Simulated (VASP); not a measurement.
Ir: elastic constants with PBEsol

Crystal: Ir.

```
Ir
1.0
     0.00000    1.90804    1.90804
     1.90804    0.00000    1.90804
     1.90804    1.90804    0.00000
Ir
1
Direct
  0.00000 0.00000 0.00000
```

```
Program                   : VASP 6.6.1
Task                      : elastic constants
Functional                : PBEsol
Potentials or basis       : VASP PAW PBE potentials, release 64 (Ir)
Cutoff                    : 600 eV
k mesh                    : 20 × 20 × 20
Occupations               : fermi-dirac, width 0.15 eV
Spin                      : no spin polarisation
Dipole correction         : no
Ions in elastic constants : relaxed
Further INCAR settings    : ALGO = Fast; EDIFF = 1e-08; IBRION = 6; POTIM = 0.015; NSW = 1; ISIF = 3
```

```yaml
Elastic_constants_C11_C12_C44: 675, 278, 297 GPa
Voigt_bulk_modulus: 411 GPa
```

Elastic tensor in Voigt notation (GPa, in the Cartesian axes of the cell as first typed):
```
675 278 278   0   0   0
278 675 278   0   0   0
278 278 675   0   0   0
  0   0   0 297   0   0
  0   0   0   0 297   0
  0   0   0   0   0 297
```

Clamped-ion elastic tensor (GPa):
```
675 278 278   0   0   0
278 675 278   0   0   0
278 278 675   0   0   0
  0   0   0 297   0   0
  0   0   0   0 297   0
  0   0   0   0   0 297
```

It took 17 min on 1 thread of AMD EPYC 9R45 (Zen 5), on a shared host, peak memory 0.62 GiB.

Caveat: the cell is under stress, which shifts elastic constants; the PAW data sets were made with another functional, which shifts forces and pressure a little.
